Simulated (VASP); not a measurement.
# In6As (R-3) in VASP: a series of runs

In6As is run at these levels: PBE; tasks: relaxation of cell and atoms.

Everything below comes from runs of VASP 6.6.1. Logs are shortened: lines on timing, memory, paths and dates and some standing lists are left out, and cuts for length are marked.

## Step 1: The cell of the first run

The structure is trigonal, space group R-3 (No. 148). Conventional cell: a = 8.600 Å, b = 8.600 Å, c = 7.900 Å, α = 90.00°, β = 90.00°, γ = 120.00°. Within 4.3 Å of In (site symmetry 1) lie 10 In at 3.23 to 3.25 Å and 2 As at 3.23 to 3.25 Å. Within 4.3 Å of As (site symmetry -3) lie 12 In at 3.23 to 3.25 Å.

## Step 2: Relaxation of cell and atoms, PBE

Contents of INCAR:

```
PREC = Accurate
ENCUT = 600
EDIFF = 1E-6
ISMEAR = 0
SIGMA = 0.2
LREAL = False
LASPH = True
NELM = 80
ALGO = Fast
ISIF = 3
LWAVE = False
LCHARG = False
GGA = PE
IBRION = 2
NSW = 36
EDIFFG = -0.08
```

Contents of KPOINTS:

```
Automatic mesh
0
Gamma
  3 3 3
```

Contents of POSCAR:

```
In6As
1.0
    4.3000000000      2.4826061600      2.6333333300
   -4.3000000000      2.4826061600      2.6333333300
    0.0000000000     -4.9652123200      2.6333333300
In As
6 1
Direct
    0.5714300000      0.2857100000      0.1428600000
    0.4285700000      0.7142900000      0.8571400000
    0.2857100000      0.1428600000      0.5714300000
    0.7142900000      0.8571400000      0.4285700000
    0.8571400000      0.4285700000      0.7142900000
    0.1428600000      0.5714300000      0.2857100000
    0.0000000000      0.0000000000      0.0000000000
```

Potentials or basis: VASP PAW PBE potentials, release 64 (In_d, As).

Started as:

```console
$ cat potpaw_PBE.64/In_d/POTCAR potpaw_PBE.64/As/POTCAR > POTCAR
$ mpirun -np 1 vasp_std > vasp.out
```

OUTCAR:

```text
PREC = Accurate
   ENCUT = 600
   EDIFF = 1E-6
   ISMEAR = 0
   LREAL = False
   LASPH = True
   NELM = 80
   ISIF = 3
   GGA = PE
   IBRION = 2
   NSW = 36
   EDIFFG = -0.08

 ion  position               nearest neighbor table
   1  0.571  0.286  0.143-   2 3.23   4 3.23   7 3.23   5 3.23   6 3.23   3 3.23   7 3.25   4 3.25
                             5 3.25   6 3.25   3 3.25   2 3.25
   2  0.429  0.714  0.857-   1 3.23   3 3.23   7 3.23   6 3.23   5 3.23   4 3.23   7 3.25   3 3.25
                             6 3.25   5 3.25   4 3.25   1 3.25
   3  0.286  0.143  0.571-   4 3.23   2 3.23   5 3.23   7 3.23   6 3.23   1 3.23   5 3.25   2 3.25
                             7 3.25   6 3.25   1 3.25   4 3.25
   4  0.714  0.857  0.429-   3 3.23   1 3.23   6 3.23   7 3.23   5 3.23   2 3.23   6 3.25   1 3.25
                             7 3.25   5 3.25   2 3.25   3 3.25
   5  0.857  0.429  0.714-   6 3.23   7 3.23   3 3.23   1 3.23   4 3.23   2 3.23   3 3.25   7 3.25
                             1 3.25   2 3.25   4 3.25   6 3.25
   6  0.143  0.571  0.286-   5 3.23   7 3.23   4 3.23   2 3.23   3 3.23   1 3.23   4 3.25   7 3.25
                             2 3.25   1 3.25   3 3.25   5 3.25
   7  0.000  0.000  0.000-   6 3.23   5 3.23   1 3.23   2 3.23   3 3.23   4 3.23   2 3.25   1 3.25
                             6 3.25   5 3.25   4 3.25   3 3.25

  LATTYP: Found a trigonal (rhomboedric) cell.
 ALAT       =     5.6203005055
 COS(alpha) =    -0.1707059695

  Lattice vectors:

 A1 = (   4.3000000000,   2.4826061600,   2.6333333300)
 A2 = (  -4.3000000000,   2.4826061600,   2.6333333300)
 A3 = (   0.0000000000,  -4.9652123200,   2.6333333300)

Analysis of symmetry for initial positions (statically):
=====================================================================
 Subroutine PRICEL returns:
 Original cell was already a primitive cell.

 Routine SETGRP: Setting up the symmetry group for a
 trigonal (rhombohedral) supercell.

 Subroutine GETGRP returns: Found  6 space group operations
 (whereof  6 operations were pure point group operations)
 out of a pool of 12 trial point group operations.

The static configuration has the point symmetry S_6 .

Analysis of symmetry for dynamics (positions and initial velocities):
=====================================================================
 Subroutine PRICEL returns:
 Original cell was already a primitive cell.

 Routine SETGRP: Setting up the symmetry group for a
 trigonal (rhombohedral) supercell.

 Subroutine GETGRP returns: Found  6 space group operations
 (whereof  6 operations were pure point group operations)
 out of a pool of 12 trial point group operations.

The dynamic configuration has the point symmetry S_6 .

 Subroutine INISYM returns: Found  6 space group operations
 (whereof  6 operations are pure point group operations),
 and found     1 'primitive' translations

----------------------------------------------------------------------------------------

                                     Primitive cell

  volume of cell :     168.6683

  direct lattice vectors                    reciprocal lattice vectors
     4.300000000  2.482606160  2.633333330     0.116279070  0.067133752  0.126582279
    -4.300000000  2.482606160  2.633333330    -0.116279070  0.067133752  0.126582279
     0.000000000 -4.965212320  2.633333330     0.000000000 -0.134267504  0.126582279

  length of vectors
     5.620300506  5.620300506  5.620300509     0.184528686  0.184528686  0.184528686

  position of ions in fractional coordinates (direct lattice)
     0.571430000  0.285710000  0.142860000
     0.428570000  0.714290000  0.857140000
     0.285710000  0.142860000  0.571430000
     0.714290000  0.857140000  0.428570000
     0.857140000  0.428570000  0.714290000
     0.142860000  0.571430000  0.285710000
     0.000000000  0.000000000  0.000000000

  ion indices of the primitive-cell ions
   primitive index   ion index
                 1           1
                 2           2
                 3           3
                 4           4
                 5           5
                 6           6
                 7           7

----------------------------------------------------------------------------------------

 KPOINTS: Automatic mesh

Automatic generation of k-mesh.
 Grid dimensions read from file:
 generate k-points for:    3    3    3

 Generating k-lattice:

  Cartesian coordinates                     Fractional coordinates (reciprocal lattice)
     0.038759690  0.022377917  0.042194093     0.333333333 -0.000000000  0.000000000
    -0.038759690  0.022377917  0.042194093    -0.000000000  0.333333333  0.000000000
     0.000000000 -0.044755835  0.042194093     0.000000000  0.000000000  0.333333333

  Length of vectors
     0.061509562  0.061509562  0.061509562

  Shift w.r.t. Gamma in fractional coordinates (k-lattice)
     0.000000000  0.000000000  0.000000000

 Subroutine IBZKPT returns following result:
[... 38 lines left out ...]
   POTIM  = 0.5000    time-step for ionic-motion
   TEBEG  =    0.0;   TEEND  =   0.0 temperature during run
   PSTRESS=    0.0 pullay stress
   NELECT =      83.0000    total number of electrons
   NUPDOWN=      -1.0000    fix difference up-down
   EMIN   =  10.00;   EMAX   =-10.00  energy-range for DOS
   EFERMI =   0.00;   METHOD = LEGACY
   ISMEAR =     0;   SIGMA  =   0.20  broadening in eV -4-tet -1-fermi 0-gaus
   EFERMI_NEDOS =   21; number of points for ismear=-14 and -15
   IALGO  =     68    algorithm
   IMIX   =      4    mixing-type and parameters
     AMIX     =   0.40;   BMIX     =  1.00
     AMIX_MAG =   1.60;   BMIX_MAG =  1.00
  volume/ion in A,a.u.               =      24.10       162.60
  Fermi-wavevector in a.u.,A,eV,Ry     =   1.292478  2.442429 22.728515  1.670499
  Thomas-Fermi vector in A             =   2.424183
   LORBIT       =      0    0 simple, 1 ext, 2 COOP (PROOUT), +10 PAW based schemes
   GGA     = PE    functional components
   LHFCALC =     F    Hartree Fock is set to
   AEXX    =    0.0000 exact exchange contribution
   IVDW    =     0    specifies the selected vdW correction
   LEPSILON=     F    determine dielectric tensor
   LRPA    =     F    only Hartree local field effects (RPA)
 conjugate gradient relaxation of ions
 non-spin polarized calculation
 RMM-DIIS sequential band-by-band and
 Gauss-broadening in eV      SIGMA  =   0.20
  energy-cutoff  :      600.00
  volume of cell :      168.67
 maximum number of plane-waves:      5687
 NGX is ok and might be reduce to    48
   NGX = 23   NGY = 23   NGZ = 23

--------------------------------------- Ionic step        1  -------------------------------------------

 number of electron      83.0000000 magnetization

 Free energy of the ion-electron system (eV)
  ---------------------------------------------------
  ext. energy  EPLUGINS =         0.00000000
  ---------------------------------------------------
  free energy    TOTEN  =       -19.37355586 eV

  energy without entropy =      -19.26210397  energy(sigma->0) =      -19.31782992

------------------------ aborting loop because EDIFF is reached ----------------------------------------

  FORCE on cell =-STRESS in cart. coord.  units (eV):
  Direction    XX          YY          ZZ          XY          YZ          ZX
  --------------------------------------------------------------------------------------
  -------------------------------------------------------------------------------------
  Total        5.4125015      5.4125015      2.8400800     -0.0000000      0.0000000      0.0000000
  in kB       51.4132718     51.4132719     26.9778776     -0.0000000      0.0000000      0.0000000
  external PRESSURE =      43.2681404 kB  Pullay stress =       0.0000000 kB
[... 104 lines left out ...]
  FREE ENERGIE OF THE ION-ELECTRON SYSTEM (eV)
  ---------------------------------------------------
  free  energy   TOTEN  =       -19.6465417118 eV

  energy  without entropy=      -19.5338844593  energy(sigma->0) =      -19.59021309

 E-fermi :   6.5726     XC(G=0): -10.0035

 val. band max:        6.3969669455   @ k =   0.3333  -0.0000   0.0000
 cond. band min:       6.6400568841   @ k =   0.3333   0.3333   0.0000
 fundamental gap:      0.2430899386
 Fermi energy:         6.5726065274

 k-point     1 :       0.0000    0.0000    0.0000
  band No.  band energies     occupation
      1      -8.0836      2.00000
      2      -8.0836      2.00000
      3      -8.0306      2.00000
      4      -7.9781      2.00000
      5      -7.9781      2.00000
      6      -7.9463      2.00000
[... 301 lines left out ...]
     48      10.1735      0.00000
     49      10.4387      0.00000

[... ionic steps 4 to 21 ...]

--------------------------------------- Ionic step       22  -------------------------------------------

 number of electron      83.0000008 magnetization

------------------------ aborting loop because EDIFF is reached ----------------------------------------

  FORCE on cell =-STRESS in cart. coord.  units (eV):
  Direction    XX          YY          ZZ          XY          YZ          ZX
  --------------------------------------------------------------------------------------
  -------------------------------------------------------------------------------------
  Total        0.1104052      0.1104052     -0.5938638     -0.0000003      0.0000000      0.0000000
  in kB        0.9235411      0.9235411     -4.9676779     -0.0000026      0.0000000      0.0000000
  external PRESSURE =      -1.0401986 kB  Pullay stress =       0.0000000 kB
[... 67 lines left out ...]
  energy  without entropy=      -19.9381405932  energy(sigma->0) =      -19.95434817

--------------------------------------- Ionic step       24  -------------------------------------------

 number of electron      83.0000015 magnetization

 Free energy of the ion-electron system (eV)
  ---------------------------------------------------
  ext. energy  EPLUGINS =         0.00000000
  ---------------------------------------------------
  free energy    TOTEN  =       -19.98003130 eV

  energy without entropy =      -19.94617960  energy(sigma->0) =      -19.96310545

 E-fermi :   6.2791     XC(G=0):  -9.8247

 val. band max:        6.0251823609   @ k =   0.3333  -0.0000   0.0000
 cond. band min:       6.4048053605   @ k =   0.3333   0.3333   0.0000
 fundamental gap:      0.3796229996
 Fermi energy:         6.2791457911

 k-point     1 :       0.0000    0.0000    0.0000
  band No.  band energies     occupation
      1      -8.3601      2.00000
      2      -8.3601      2.00000
      3      -8.3585      2.00000
      4      -8.3053      2.00000
      5      -8.3053      2.00000
      6      -8.2950      2.00000
[... 335 lines left out ...]
  FREE ENERGIE OF THE ION-ELECTRON SYSTEM (eV)
  ---------------------------------------------------
  free  energy   TOTEN  =       -19.9800313033 eV

  energy  without entropy=      -19.9461795954  energy(sigma->0) =      -19.96310545

 reached required accuracy - stopping structural energy minimisation
```

Wall time 17 min (1 thread of Intel Xeon 6975P-C (Granite Rapids), shared host); peak memory 0.38 GiB.

Results:

* Free energy: -19.9800 eV
* Relaxed volume: 27.61 Å³/atom
* Relaxed cell: a = 6.068 Å, b = 6.068 Å, c = 6.068 Å, α = 105.49°, β = 105.49°, γ = 105.49°
* Space group after relaxing (to 0.1 Å): R-3 (No. 148)
* Energy gained by relaxing: 86.6 meV/atom
* Ionic steps: 24
* Pressure after relaxing: 0.0 GPa
* Largest force after relaxing: 0.072 eV/Å
* Band gap on the k mesh: zero (an odd number of electrons rules out a gap without spin polarisation)

Forces on the atoms (eV/Å):
```
In  -0.030  0.034  0.056
In   0.030 -0.034 -0.056
In   0.045  0.009  0.056
In  -0.045 -0.009 -0.056
In   0.015  0.043 -0.056
In  -0.015 -0.043  0.056
As   0.000  0.000  0.000
```

The path:
| step | energy change (eV) | largest force (eV/Å) | pressure (GPa) | volume (Å³) |
| --- | --- | --- | --- | --- |
| 1 | 0.0000 | 0.4513 | 4.33 | 168.67 |
| 2 | -0.2696 | 0.3009 | -0.21 | 185.04 |
| 3 | -0.2730 | 0.2893 | -0.62 | 187.12 |
| 4 | -0.3408 | 0.2375 | -0.46 | 186.58 |
| 5 | -0.4469 | 0.1802 | 0.22 | 184.64 |
| 6 | -0.4469 | 0.2018 | 0.57 | 184.43 |
| 7 | -0.4690 | 0.1998 | -0.14 | 188.25 |
| 8 | -0.4717 | 0.2041 | -0.48 | 190.86 |
| 9 | -0.5011 | 0.1634 | -0.18 | 189.55 |
| 10 | -0.5142 | 0.1358 | 0.08 | 188.59 |
| 11 | -0.5171 | 0.1000 | 0.59 | 186.61 |
| 12 | -0.5200 | 0.1116 | 0.35 | 187.47 |
| 13 | -0.5323 | 0.1009 | -0.30 | 190.61 |
| 14 | -0.5323 | 0.0996 | -0.29 | 190.48 |
| 15 | -0.5418 | 0.1077 | 0.05 | 188.92 |
| 16 | -0.5426 | 0.1320 | 0.35 | 187.50 |
| 17 | -0.5432 | 0.1213 | 0.33 | 188.00 |
| 18 | -0.5499 | 0.1192 | 0.09 | 188.73 |
| 19 | -0.5597 | 0.1251 | 0.09 | 190.46 |
| 20 | -0.5563 | 0.1690 | -0.56 | 193.96 |
| 21 | -0.5619 | 0.1399 | -0.18 | 191.92 |
| 22 | -0.5776 | 0.1237 | -0.10 | 191.53 |
| 23 | -0.5970 | 0.1265 | 0.49 | 190.33 |
| 24 | -0.6065 | 0.0718 | 0.01 | 193.25 |

Final structure:
```cif
data_structure
_symmetry_space_group_name_H-M 'P 1'
_symmetry_Int_Tables_number 1
_cell_length_a 6.0681
_cell_length_b 6.0681
_cell_length_c 6.0681
_cell_angle_alpha 105.486
_cell_angle_beta 105.486
_cell_angle_gamma 105.486
_cell_volume 193.25
loop_
_atom_site_label
_atom_site_type_symbol
_atom_site_fract_x
_atom_site_fract_y
_atom_site_fract_z
_atom_site_occupancy
In1 In 0.51483 0.26643 0.10016 1
In2 In 0.48517 0.73357 0.89984 1
In3 In 0.26643 0.10016 0.51483 1
In4 In 0.73357 0.89984 0.48517 1
In5 In 0.89984 0.48517 0.73357 1
In6 In 0.10016 0.51483 0.26643 1
As1 As 0.00000 0.00000 0.00000 1
```

Levels at points of the mesh, in eV from the Fermi level:
```csv
k point,band 37,band 38,band 39,band 40,band 41,band 42,band 43,band 44,band 45,band 46
"(0.00, 0.00, 0.00)",-3.49,-2.56,-2.56,-1.73,-1.59,-1.43,-1.43,2.16,2.21,2.59
```

Caveat: the k points lie up to 0.38 Å⁻¹ apart in the final cell, too coarse for converged energies and pressures of a metal; spin-orbit coupling is left out, which moves the levels of the heavy elements; the relaxation stopped at a loose force limit of 0.08 eV/Å, so its end isn't a converged minimum.

## Step 3: Relaxation of cell and atoms, PBE

This run uses another cell than the first one, of 27.20 Å³/atom.

Contents of INCAR:

```
SYSTEM = In6As
PREC     = Accurate       ! precision mode
ENCUT    = 600            ! plane-wave cutoff, eV
EDIFF    = 1E-7           ! SCF threshold, eV
ISMEAR   = 0              ! smearing method
SIGMA    = 0.2            ! smearing width, eV
LREAL    = .False.        ! projectors in reciprocal space
LASPH    = .True.         ! aspherical terms in the spheres
NELM     = 100            ! most SCF steps
ALGO     = Normal         ! electronic algorithm
ISIF     = 3              ! what is computed and relaxed
LWAVE    = .False.        ! write WAVECAR
LCHARG   = .False.        ! write CHGCAR
GGA      = PE             ! functional
IBRION   = 2              ! ionic algorithm
NSW      = 36             ! ionic steps
EDIFFG   = -0.08          ! ionic threshold
```

Contents of KPOINTS:

```
Automatic mesh
0
Gamma
  3 3 3
  0 0 0
```

Contents of POSCAR:

```
In6As
1.0
    3.1148965000      1.7983863300      5.6650143900
   -3.1148965000      1.7983863300      5.6650143900
    0.0000000000     -3.5967726700      5.6650143900
In As
6 1
Direct
    0.3685987300      0.0818433000      0.7790041600
    0.0818433000      0.7790041600      0.3685987300
    0.2209958400      0.6314012700      0.9181567000
    0.9181567000      0.2209958400      0.6314012700
    0.6314012700      0.9181567000      0.2209958400
    0.7790041600      0.3685987300      0.0818433000
    0.0000000000      0.0000000000      0.0000000000
```

Potentials or basis: VASP PAW PBE potentials, release 64 (In_d, As).

Started as:

```console
$ cat potpaw_PBE.64/In_d/POTCAR potpaw_PBE.64/As/POTCAR > POTCAR
$ mpirun -np 1 vasp_std > vasp.out
```

Run time: 22 min. Hardware: 1 thread of Intel Xeon 6975P-C (Granite Rapids), shared host; peak memory 0.44 GiB.

It converged, with:

```
Free energy                           : -20.1707 eV
Relaxed volume                        : 27.39 Å³/atom
Relaxed cell                          : a = 6.817 Å, b = 6.817 Å, c = 6.817 Å, α = 53.83°, β = 53.83°, γ = 53.83°
Space group after relaxing (to 0.1 Å) : R-3 (No. 148)
Energy gained by relaxing             : 1400.3 meV/atom
Ionic steps                           : 21
Pressure after relaxing               : 0.0 GPa
Largest force after relaxing          : 0.078 eV/Å
Band gap on the k mesh                : zero (an odd number of electrons rules out a gap without spin polarisation)
```

Forces on the atoms (eV/Å):
```
In  -0.016  0.044  0.062
In   0.046 -0.008  0.062
In   0.030  0.036 -0.062
In  -0.046  0.008 -0.062
In   0.016 -0.044 -0.062
In  -0.030 -0.036  0.062
As   0.000  0.000  0.000
```

Stress tensor (GPa, compression positive):
```
-0.08  0.00  0.00
 0.00 -0.08  0.00
 0.00  0.00  0.06
```

The path:
| step | energy change (eV) | largest force (eV/Å) | pressure (GPa) | volume (Å³) |
| --- | --- | --- | --- | --- |
| 1 | 0.0000 | 7.6652 | 24.71 | 190.41 |
| 2 | -6.5972 | 0.3606 | -4.24 | 330.97 |
| 3 | -7.9898 | 0.6527 | -1.77 | 264.46 |
| 4 | -7.9907 | 0.7008 | -1.63 | 262.82 |
| 5 | -7.9888 | 0.7496 | -1.48 | 261.21 |
| 6 | -8.2427 | 0.7745 | -1.36 | 250.07 |
| 7 | -8.9141 | 0.8478 | -0.31 | 218.55 |
| 8 | -8.8275 | 0.8170 | 9.27 | 163.68 |
| 9 | -9.1801 | 0.9100 | 2.16 | 194.29 |
| 10 | -9.1937 | 0.8936 | 3.89 | 183.48 |
| 11 | -9.3408 | 0.7053 | 3.47 | 182.41 |
| 12 | -9.5428 | 0.4492 | 2.86 | 179.23 |
| 13 | -9.6354 | 0.3699 | 1.48 | 184.70 |
| 14 | -9.6881 | 0.2564 | -0.61 | 195.69 |
| 15 | -9.6897 | 0.2693 | -0.36 | 194.14 |
| 16 | -9.7038 | 0.2516 | -0.30 | 193.68 |
| 17 | -9.7392 | 0.2005 | -0.11 | 192.31 |
| 18 | -9.7707 | 0.1679 | 0.44 | 189.59 |
| 19 | -9.7878 | 0.1284 | 0.14 | 191.01 |
| 20 | -9.7965 | 0.1006 | -0.23 | 193.03 |
| 21 | -9.8024 | 0.0778 | -0.04 | 191.75 |

Final structure:
```cif
data_structure
_symmetry_space_group_name_H-M 'P 1'
_symmetry_Int_Tables_number 1
_cell_length_a 6.8172
_cell_length_b 6.8172
_cell_length_c 6.8172
_cell_angle_alpha 53.834
_cell_angle_beta 53.834
_cell_angle_gamma 53.834
_cell_volume 191.75
loop_
_atom_site_label
_atom_site_type_symbol
_atom_site_fract_x
_atom_site_fract_y
_atom_site_fract_z
_atom_site_occupancy
In1 In 0.48291 0.08288 0.69102 1
In2 In 0.08288 0.69102 0.48291 1
In3 In 0.30898 0.51709 0.91712 1
In4 In 0.91712 0.30898 0.51709 1
In5 In 0.51709 0.91712 0.30898 1
In6 In 0.69102 0.48291 0.08288 1
As1 As 0.00000 0.00000 0.00000 1
```

Levels at points of the mesh, in eV from the Fermi level:
| k point | band 38 | band 39 | band 40 | band 41 | band 42 | band 43 | band 44 | band 45 |
| --- | --- | --- | --- | --- | --- | --- | --- | --- |
| (0.00, 0.00, 0.00) | -2.85 | -2.32 | -2.22 | -2.22 | -1.39 | -1.26 | -1.06 | -1.06 |

Caveat: the k points lie up to 0.41 Å⁻¹ apart in the final cell, too coarse for converged energies and pressures of a metal; spin-orbit coupling is left out, which moves the levels of the heavy elements; the relaxation stopped at a loose force limit of 0.08 eV/Å, so its end isn't a converged minimum.
